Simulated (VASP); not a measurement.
# ZnCu: single point with PBEsol

ZnCu:

```xyz
2
Lattice="2.9917 -0.1559 -0.1559 -0.1559 2.9917 -0.1559 -0.1559 -0.1559 2.9917" Properties=species:S:1:pos:R:3 pbc="T T T"
Zn    1.3400    1.3400    1.3400
Cu    0.0000    0.0000    0.0000
```

```yaml
Program: VASP 6.6.1
Task: single point
Functional: PBEsol
Potentials_or_basis: VASP PAW PBE potentials, release 64 (Zn, Cu)
Cutoff: 520 eV
k_mesh: 18 × 18 × 18
Occupations: gaussian, width 0.15 eV
Spin: no spin polarisation
```

| Quantity | Value |
| --- | --- |
| Pressure | -3.0 GPa |
| Band gap on the k mesh | zero (an odd number of electrons rules out a gap without spin polarisation) |

Stress tensor (GPa, compression positive):
```
-2.97 11.93 11.93
11.93 -2.97 11.93
11.93 11.93 -2.97
```

Levels at points of the mesh, in eV from the Fermi level:
```
           k point  band 10  band 11  band 12  band 13  band 14  band 15
(0.00, 0.00, 0.00)    -2.71    -2.71     5.44     6.66     6.66    11.20
(0.50, 0.00, 0.00)    -3.09    -2.80    -2.02    10.48    10.78    10.86
(0.50, 0.50, 0.00)    -2.49    -2.43    -0.98     0.71     3.08    11.86
(0.50, 0.50, 0.50)    -2.50     2.36     3.61     3.61     3.83     3.83
```

It took 89 s on 1 thread of Intel(R) Xeon(R) 6975P-C (Granite Rapids), on a shared host, peak memory 0.38 GiB.

Caveat: the PAW data sets were made with another functional, which shifts forces and pressure a little.
